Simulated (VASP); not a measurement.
Sb5Se: single point with PBE

The system is Sb5Se.

```xyz
6
Lattice="5.7772 0.0000 0.0000 -2.8886 5.0032 0.0000 0.0000 0.0000 5.4982" Properties=species:S:1:pos:R:3 pbc="T T T"
Sb    0.0000    3.3354    2.7491
Sb   -1.9376    3.3561    0.0000
Sb    3.8753    0.0000    0.0000
Sb    0.9509    1.6471    0.0000
Sb    2.8886    1.6677    2.7491
Se    0.0000    0.0000    2.7491
```

The cell was built from a structure type or drawn by symmetry, and may not be a known phase.

| Item | Value |
| --- | --- |
| Program | VASP 6.6.1 |
| Task | single point |
| Functional | PBE |
| Potentials or basis | VASP PAW PBE potentials, release 64 (Sb, Se) |
| Cutoff | 520 eV |
| k mesh | 3 × 3 × 4 |
| Occupations | gaussian, width 0.1 eV |
| Spin | no spin polarisation |
| Dipole correction | no |
| Further INCAR settings | ALGO = Normal; EDIFF = 1e-07; NBANDS = 24 |

| Property | Result |
| --- | --- |
| Pressure | -0.5 GPa |
| Largest force | 0.115 eV/Å |
| Band gap on the k mesh | zero (an odd number of electrons rules out a gap without spin polarisation) |

Forces on the atoms (eV/Å):
```
Sb   0.000  0.000  0.000
Sb   0.058 -0.100  0.000
Sb  -0.115  0.000  0.000
Sb   0.058  0.100  0.000
Sb   0.000  0.000  0.000
Se   0.000  0.000  0.000
```

Stress tensor (GPa, compression positive):
```
-0.55  0.00  0.00
 0.00 -0.55  0.00
 0.00  0.00 -0.33
```

Levels at points of the mesh, in eV from the Fermi level:
| k point | band 11 | band 12 | band 13 | band 14 | band 15 | band 16 | band 17 | band 18 | band 19 | band 20 |
| --- | --- | --- | --- | --- | --- | --- | --- | --- | --- | --- |
| (0.00, 0.00, 0.00) | -2.43 | -2.43 | -2.10 | -1.60 | -1.17 | -1.17 | -0.61 | -0.47 | -0.47 | 3.15 |
| (0.00, 0.00, 0.50) | -3.23 | -3.23 | -3.20 | -3.20 | -1.32 | -0.96 | 1.70 | 2.44 | 2.44 | 3.11 |

It took 27 s on 1 thread of Intel(R) Xeon(R) 6975P-C (Granite Rapids), on a shared host, peak memory 0.29 GiB.

Caveat: the k points lie up to 0.42 Å⁻¹ apart, too coarse for converged energies and pressures of a metal; spin-orbit coupling is left out, which moves the levels of the heavy elements.
